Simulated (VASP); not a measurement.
Write the native input for VASP 6.6.1 that does the following.

```
Task                   : single point
Functional             : PBE
Potentials or basis    : VASP PAW PBE potentials, release 64 (La, O)
Cutoff                 : 520 eV
k mesh                 : 12 × 12 × 6
Occupations            : gaussian, width 0.1 eV
Spin                   : no spin polarisation
Dipole correction      : no
Further INCAR settings : ALGO = Normal; EDIFF = 1e-06; NBANDS = 28
```

The structure of La2O3 lies in POSCAR:

```
La2O3
1.0
    4.0155885921      0.0000000000      0.0000000000
   -2.0077942961      3.4776017319      0.0000000000
    0.0000000000      0.0000000000      7.0669210005
La O
2 3
Direct
    0.0000000000      0.0000000000      0.1945926997
    0.0000000000      0.0000000000      0.8054073003
    0.3333333333      0.6666666667      0.0000000000
    0.6666666667      0.3333333333      0.0000000000
    0.0000000000      0.0000000000      0.5000000000
```

The cell was built from a structure type or drawn by symmetry, and may not be a known phase.

The input as run:

INCAR

```
ALGO = Normal ; EDIFF = 1E-6
ENCUT = 520 ; GGA = PE
ISIF = 2 ; ISMEAR = 0
LASPH = T ; LCHARG = F
LREAL = F ; LWAVE = F
NBANDS = 28 ; NELM = 60
PREC = Accurate ; SIGMA = 0.1
```

KPOINTS

```
k-points
0
Gamma
  12 12 6
```

Potentials or basis: VASP PAW PBE potentials, release 64 (La, O).

The run is started by

```bash
$ cat potpaw_PBE.64/La/POTCAR potpaw_PBE.64/O/POTCAR > POTCAR
$ mpirun -np 1 vasp_std > vasp.out
```

It gave:

- Pressure: -0.2 GPa
- Largest force: 0.005 eV/Å
- Band gap on the k mesh: zero (bands 20 and 21 overlap by 0.29 eV)

Caveat: spin-orbit coupling is left out, which moves the levels of the heavy elements.

Run time: 5.9 min on 1 thread of Intel(R) Xeon(R) Platinum 8488C (Sapphire Rapids) (shared host), peak memory 0.35 GiB.
